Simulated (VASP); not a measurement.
# Ag in VASP: further runs

Ag is run at these levels: PBEsol; tasks: single point.

Everything below comes from runs of VASP 6.6.1. Logs are shortened: lines on timing, memory, paths and dates and some standing lists are left out, and cuts for length are marked.

### 1 The cell of the first run

The structure is tetragonal, space group I4/mmm (No. 139). Conventional cell: a = 2.976 Å, b = 2.976 Å, c = 4.147 Å, α = 90.00°, β = 90.00°, γ = 90.00°. Within 3.9 Å of Ag (site symmetry 4/mmm) lie 12 Ag at 2.95 to 2.98 Å.

### 2 Single point, PBEsol (strain +0.030 along x and y, +0.015 along z)

Input file INCAR:

```
PREC = Accurate
ENCUT = 520
EDIFF = 1E-6
ISMEAR = 0
SIGMA = 0.15
LREAL = False
LASPH = True
NELM = 80
ALGO = Normal
ISIF = 2
LWAVE = False
LCHARG = False
GGA = PS
NBANDS = 12
```

Input file KPOINTS:

```
regular mesh
0
Gamma
  20 20 20
```

Input file POSCAR:

```
Ag
1.0
    0.0000000000      2.1043930000      2.0737465000
    2.1043930000      0.0000000000      2.0737465000
    2.1043930000      2.1043930000      0.0000000000
Ag
1
Direct
    0.0000000000      0.0000000000      0.0000000000
```

Potentials or basis: VASP PAW PBE potentials, release 64 (Ag).

Run with:

```
$ cat potpaw_PBE.64/Ag/POTCAR > POTCAR
$ mpirun -np 1 vasp_std > vasp.out
```

OUTCAR:

```text
PREC = Accurate
   ENCUT = 520
   EDIFF = 1E-6
   ISMEAR = 0
   LREAL = False
   LASPH = True
   NELM = 80
   ISIF = 2
   GGA = PS

 ion  position               nearest neighbor table
   1  0.000  0.000  0.000-

  LATTYP: Found a body centered tetragonal cell.
 ALAT       =     2.9760611212
 C/A-ratio  =     1.3936182192

  Lattice vectors:

 A1 = (   0.0000000000,  -2.1043930000,  -2.0737465000)
 A2 = (   0.0000000000,   2.1043930000,  -2.0737465000)
 A3 = (   2.1043930000,   0.0000000000,   2.0737465000)

Analysis of symmetry for initial positions (statically):
=====================================================================
 Subroutine PRICEL returns:
 Original cell was already a primitive cell.

 Routine SETGRP: Setting up the symmetry group for a
 body centered tetragonal supercell.

 Subroutine GETGRP returns: Found 16 space group operations
 (whereof 16 operations were pure point group operations)
 out of a pool of 16 trial point group operations.

The static configuration has the point symmetry D_4h.

Analysis of symmetry for dynamics (positions and initial velocities):
=====================================================================
 Subroutine PRICEL returns:
 Original cell was already a primitive cell.

 Routine SETGRP: Setting up the symmetry group for a
 body centered tetragonal supercell.

 Subroutine GETGRP returns: Found 16 space group operations
 (whereof 16 operations were pure point group operations)
 out of a pool of 16 trial point group operations.

The dynamic configuration has the point symmetry D_4h.

 Subroutine INISYM returns: Found 16 space group operations
 (whereof 16 operations are pure point group operations),
 and found     1 'primitive' translations

----------------------------------------------------------------------------------------

                                     Primitive cell

  volume of cell :      18.3670

  direct lattice vectors                    reciprocal lattice vectors
     0.000000000  2.104393000  2.073746500    -0.237598205  0.237598205  0.241109509
     2.104393000  0.000000000  2.073746500     0.237598205 -0.237598205  0.241109509
     2.104393000  2.104393000  0.000000000     0.237598205  0.237598205 -0.241109509

  length of vectors
     2.954470248  2.954470248  2.976061121     0.413569353  0.413569353  0.413569353

  position of ions in fractional coordinates (direct lattice)
     0.000000000  0.000000000  0.000000000

  ion indices of the primitive-cell ions
   primitive index   ion index
                 1           1

----------------------------------------------------------------------------------------

 KPOINTS: regular mesh

Automatic generation of k-mesh.
 Grid dimensions read from file:
 generate k-points for:   20   20   20

 Generating k-lattice:

  Cartesian coordinates                     Fractional coordinates (reciprocal lattice)
    -0.011879910  0.011879910  0.012055475     0.050000000  0.000000000  0.000000000
     0.011879910 -0.011879910  0.012055475     0.000000000  0.050000000  0.000000000
     0.011879910  0.011879910 -0.012055475     0.000000000  0.000000000  0.050000000

  Length of vectors
     0.020678468  0.020678468  0.020678468

  Shift w.r.t. Gamma in fractional coordinates (k-lattice)
     0.000000000  0.000000000  0.000000000

 Subroutine IBZKPT returns following result:
 ===========================================

 Found    641 irreducible k-points:

 Following reciprocal coordinates:
            Coordinates               Weight
  0.000000  0.000000  0.000000      1.000000
  0.050000  0.000000  0.000000      8.000000
  0.100000  0.000000  0.000000      8.000000
  0.150000  0.000000  0.000000      8.000000
  0.200000  0.000000  0.000000      8.000000
  0.250000  0.000000  0.000000      8.000000
[... 16 lines left out ...]
 -0.400000  0.050000  0.000000      8.000000
 -0.350000  0.050000  0.000000      8.000000
 [... further k-points ...]
   k-points           NKPTS =    641   k-points in BZ     NKDIM =    641   number of bands    NBANDS=     12
   number of dos      NEDOS =    301   number of ions     NIONS =      1
   total plane-waves  NPLWV =  13824
   dimension x,y,z NGX =    24 NGY =   24 NGZ =   24
   dimension x,y,z NGXF=    48 NGYF=   48 NGZF=   48
   ions per type =               1
   NGX,Y,Z   is equivalent  to a cutoff of  13.50, 13.50, 13.41 a.u.
   NGXF,Y,Z  is equivalent  to a cutoff of  27.01, 27.01, 26.81 a.u.
 SYSTEM =  unknown system
   PREC   = accura    normal or accurate (medium, high low for compatibility)
   ISTART =      0    job   : 0-new  1-cont  2-samecut
   ICHARG =      2    charge: 1-file 2-atom 10-const
   ISPIN  =      1    spin polarized calculation?
   LNONCOLLINEAR =      F non collinear calculations
   LSORBIT =      F    spin-orbit coupling
   LASPH  =      T    aspherical Exc in radial PAW
   ENCUT  =  520.0 eV  38.22 Ry    6.18 a.u.   5.49  5.49  5.53*2*pi/ulx,y,z
   NELM   =     80;   NELMIN=  2; NELMDL= -5     # of ELM steps
   EDIFF  = 0.1E-05   stopping-criterion for ELM
   LREAL  =      F    real-space projection
   EDIFFG = 0.1E-04   stopping-criterion for IOM
   NSW    =      0    number of steps for IOM
   IBRION =     -1    ionic relax: 0-MD 1-quasi-New 2-CG
   NFREE  =      0    steps in history (QN), initial steepest desc. (CG)
   ISIF   =      2    stress and relaxation
   ISYM   =      2    0-nonsym 1-usesym 2-fastsym
   POTIM  = 0.5000    time-step for ionic-motion
   TEBEG  =    0.0;   TEEND  =   0.0 temperature during run
   PSTRESS=    0.0 pullay stress
   NELECT =      11.0000    total number of electrons
   NUPDOWN=      -1.0000    fix difference up-down
   EMIN   =  10.00;   EMAX   =-10.00  energy-range for DOS
   EFERMI =   0.00;   METHOD = LEGACY
   ISMEAR =     0;   SIGMA  =   0.15  broadening in eV -4-tet -1-fermi 0-gaus
   EFERMI_NEDOS =   21; number of points for ismear=-14 and -15
   IALGO  =     38    algorithm
   IMIX   =      4    mixing-type and parameters
     AMIX     =   0.40;   BMIX     =  1.00
     AMIX_MAG =   1.60;   BMIX_MAG =  1.00
  volume/ion in A,a.u.               =      18.37       123.95
  Fermi-wavevector in a.u.,A,eV,Ry     =   1.379937  2.607703 25.908571  1.904226
  Thomas-Fermi vector in A             =   2.504860
   LORBIT       =      0    0 simple, 1 ext, 2 COOP (PROOUT), +10 PAW based schemes
   GGA     = PS    functional components
   LHFCALC =     F    Hartree Fock is set to
   AEXX    =    0.0000 exact exchange contribution
   IVDW    =     0    specifies the selected vdW correction
   LEPSILON=     F    determine dielectric tensor
   LRPA    =     F    only Hartree local field effects (RPA)
 non-spin polarized calculation
 Gauss-broadening in eV      SIGMA  =   0.15
  energy-cutoff  :      520.00
  volume of cell :       18.37
 maximum number of plane-waves:       531
 NGX is ok and might be reduce to    24
   NGX = 11   NGY = 11   NGZ = 11

 number of electron      11.0000002 magnetization

 Free energy of the ion-electron system (eV)
  ---------------------------------------------------
  ext. energy  EPLUGINS =         0.00000000
  ---------------------------------------------------
  free energy    TOTEN  =        -3.25934020 eV

  energy without entropy =       -3.25696398  energy(sigma->0) =       -3.25815209

 E-fermi :   7.2220     XC(G=0): -11.9736

 val. band max:        7.2201444935   @ k =   0.5000   0.1000   0.3000
 cond. band min:       7.2621512114   @ k =   0.4500   0.4000   0.0500
 fundamental gap:      0.0420067179
 Fermi energy:         7.2219916835

 k-point     1 :       0.0000    0.0000    0.0000
  band No.  band energies     occupation
      1      -0.0555      2.00000
      2       2.7002      2.00000
      3       2.7002      2.00000
      4       2.7816      2.00000
      5       3.6012      2.00000
      6       3.6850      2.00000
      7      23.0488      0.00000
      8      26.1306      0.00000
      9      26.1306      0.00000
     10      26.2796      0.00000
     11      30.8271      0.00000
     12      31.4099      0.00000

 k-point     2 :       0.0500    0.0000    0.0000
  band No.  band energies     occupation
      1       0.0185      2.00000
      2       2.6940      2.00000
      3       2.7199      2.00000
      4       2.7914      2.00000
      5       3.5947      2.00000
      6       3.6767      2.00000
      7      23.0474      0.00000
      8      25.4731      0.00000
      9      26.1436      0.00000
     10      26.2457      0.00000
     11      30.8157      0.00000
     12      31.4205      0.00000

 k-point     3 :       0.1000    0.0000    0.0000
  band No.  band energies     occupation
      1       0.2344      2.00000
      2       2.6649      2.00000
      3       2.7724      2.00000
      4       2.8338      2.00000
      5       3.5817      2.00000
      6       3.6578      2.00000
      7      22.7917      0.00000
      8      24.2706      0.00000
      9      26.1690      0.00000
     10      26.2655      0.00000
     11      30.1146      0.00000
     12      31.2130      0.00000

 k-point     4 :       0.1500    0.0000    0.0000
  band No.  band energies     occupation
      1       0.5688      2.00000
      2       2.6367      2.00000
      3       2.8362      2.00000
      4       2.8963      2.00000
      5       3.5831      2.00000
      6       3.6471      2.00000
      7      21.4967      0.00000
      8      23.8514      0.00000
      9      26.1666      0.00000
     10      26.2639      0.00000
     11      29.4491      0.00000
     12      30.6901      0.00000

 k-point     5 :       0.2000    0.0000    0.0000
  band No.  band energies     occupation
      1       0.9584      2.00000
      2       2.6862      2.00000
      3       2.8768      2.00000
      4       2.9425      2.00000
      5       3.6313      2.00000
      6       3.6759      2.00000
      7      19.6838      0.00000
      8      23.7493      0.00000
      9      26.0724      0.00000
     10      26.1836      0.00000
     11      29.1364      0.00000
     12      30.0525      0.00000
[... 228 lines left out ...]
      1       1.3407      2.00000
      2       2.7076      2.00000
      3       2.7263      2.00000
      4       4.1829      2.00000
      5       4.3659      2.00000
      6       7.1165      1.68029
      7      10.5226      0.00000
      8      22.2234      0.00000
      9      23.8020      0.00000
     10      24.0197      0.00000
     11      29.1701      0.00000
     12      29.4621      0.00000

 k-point    22 :      -0.4500    0.0500    0.0000
  band No.  band energies     occupation
      1       1.3461      2.00000
      2       2.7080      2.00000
      3       2.7338      2.00000
      4       4.2015      2.00000
      5       4.3193      2.00000
      6       6.9129      1.99643
      7      10.7752      0.00000
      8      22.2408      0.00000
      9      23.8130      0.00000
     10      24.0965      0.00000
     11      29.0458      0.00000
     12      29.4992      0.00000

 k-point    23 :      -0.4000    0.0500    0.0000
  band No.  band energies     occupation
      1       1.3771      2.00000
      2       2.7327      2.00000
      3       2.7657      2.00000
      4       4.1309      2.00000
      5       4.2067      2.00000
      6       5.9952      2.00000
      7      12.0162      0.00000
      8      22.3668      0.00000
      9      23.8164      0.00000
     10      24.6035      0.00000
     11      28.9224      0.00000
     12      29.4725      0.00000

 k-point    24 :      -0.3500    0.0500    0.0000
  band No.  band energies     occupation
      1       1.4212      2.00000
      2       2.7781      2.00000
      3       2.8160      2.00000
      4       3.9461      2.00000
      5       4.0445      2.00000
      6       5.0309      2.00000
      7      13.6176      0.00000
      8      22.5774      0.00000
      9      24.0176      0.00000
     10      25.3018      0.00000
     11      28.7977      0.00000
     12      29.3085      0.00000

 [... further k-points ...]

------------------------ aborting loop because EDIFF is reached ----------------------------------------

  FORCE on cell =-STRESS in cart. coord.  units (eV):
  Direction    XX          YY          ZZ          XY          YZ          ZX
  --------------------------------------------------------------------------------------
  -------------------------------------------------------------------------------------
  Total       -1.0367152     -1.0367152     -0.9904059      0.0000000     -0.0000000      0.0000000
  in kB      -90.4337815    -90.4337815    -86.3941728      0.0000000     -0.0000000      0.0000000
  external PRESSURE =     -89.0872453 kB  Pullay stress =       0.0000000 kB

 VOLUME and BASIS-vectors are now :
 -----------------------------------------------------------------------------
  energy-cutoff  :      520.00
  volume of cell :       18.37
      direct lattice vectors                 reciprocal lattice vectors
     0.000000000  2.104393000  2.073746500    -0.237598205  0.237598205  0.241109509
     2.104393000  0.000000000  2.073746500     0.237598205 -0.237598205  0.241109509
     2.104393000  2.104393000  0.000000000     0.237598205  0.237598205 -0.241109509

 POSITION                                       TOTAL-FORCE (eV/Angst)
 -----------------------------------------------------------------------------------
      0.00000      0.00000      0.00000        -0.000000      0.000000      0.000000
 -----------------------------------------------------------------------------------
    total drift:                               -0.000000      0.000000      0.000000

  FREE ENERGIE OF THE ION-ELECTRON SYSTEM (eV)
  ---------------------------------------------------
  free  energy   TOTEN  =        -3.2593401958 eV

  energy  without entropy=       -3.2569639799  energy(sigma->0) =       -3.25815209
```

Wall time 91 s (1 thread of AMD EPYC 7R13 (Zen 3), shared host); peak memory 0.23 GiB.

Results:

* Free energy: -3.2593 eV
* Pressure: -8.9 GPa

Stress tensor (GPa, compression positive):
```
-9.04  0.00  0.00
 0.00 -9.04  0.00
 0.00  0.00 -8.64
```

Levels at points of the mesh, in eV from the Fermi level:
```tsv
k point	band 4	band 5	band 6	band 7	band 8	band 9
(0.00, 0.00, 0.00)	-4.44	-3.62	-3.54	15.83	18.91	18.91
(0.50, 0.00, 0.00)	-2.89	-2.86	-0.24	3.21	15.03	16.90
(0.50, 0.50, 0.00)	-2.69	-2.69	1.79	6.41	10.08	10.08
(0.50, 0.00, 0.50)	-2.73	-2.67	1.55	6.06	10.33	10.34
```

Caveat: the cell differs from its parent crystal (strain +0.030 along x and y, +0.015 along z); the PAW data sets were made with another functional, which shifts forces and pressure a little.

### 3 Single point, PBEsol (strain -0.030 along x and y, -0.030 along z)

Input file INCAR:

```
SYSTEM = Ag
PREC = Accurate ; ENCUT = 520
EDIFF = 1E-7 ; ISMEAR = 0
SIGMA = 0.15 ; LREAL = .False.
LASPH = .True. ; NELM = 100
ALGO = Normal ; ISIF = 2
LWAVE = .False. ; LCHARG = .False.
GGA = PS ; NBANDS = 12
```

Input file KPOINTS:

```
regular mesh
0
Gamma
  20 20 20
  0 0 0
```

Input file POSCAR:

```
Ag
1.0
    0.0000000000      1.9818070000      1.9818070000
    1.9818070000      0.0000000000      1.9818070000
    1.9818070000      1.9818070000      0.0000000000
Ag
1
Direct
    0.0000000000      0.0000000000      0.0000000000
```

Potentials or basis: VASP PAW PBE potentials, release 64 (Ag).

Run with:

```
$ cat potpaw_PBE.64/Ag/POTCAR > POTCAR
$ mpirun -np 1 vasp_std > vasp.out
```

Run time: 16 s. Hardware: 1 thread of Intel Xeon 6975P-C (Granite Rapids), shared host; peak memory 0.17 GiB.

Results (log left out):

| Quantity | Value |
| --- | --- |
| Free energy | -3.2828 eV |
| Pressure | 9.5 GPa |

Levels at points of the mesh, in eV from the Fermi level:
| k point | band 3 | band 4 | band 5 | band 6 | band 7 | band 8 | band 9 | band 10 |
| --- | --- | --- | --- | --- | --- | --- | --- | --- |
| (0.00, 0.00, 0.00) | -5.12 | -5.12 | -3.89 | -3.89 | 16.15 | 20.27 | 20.27 | 20.27 |
| (0.50, 0.00, 0.00) | -5.15 | -2.96 | -2.96 | -0.72 | 4.13 | 15.40 | 18.75 | 18.75 |
| (0.50, 0.50, 0.00) | -2.99 | -2.71 | -2.71 | 1.45 | 7.47 | 11.07 | 11.07 | 18.30 |

Caveat: the cell differs from its parent crystal (strain -0.030 along x and y, -0.030 along z); the PAW data sets were made with another functional, which shifts forces and pressure a little.
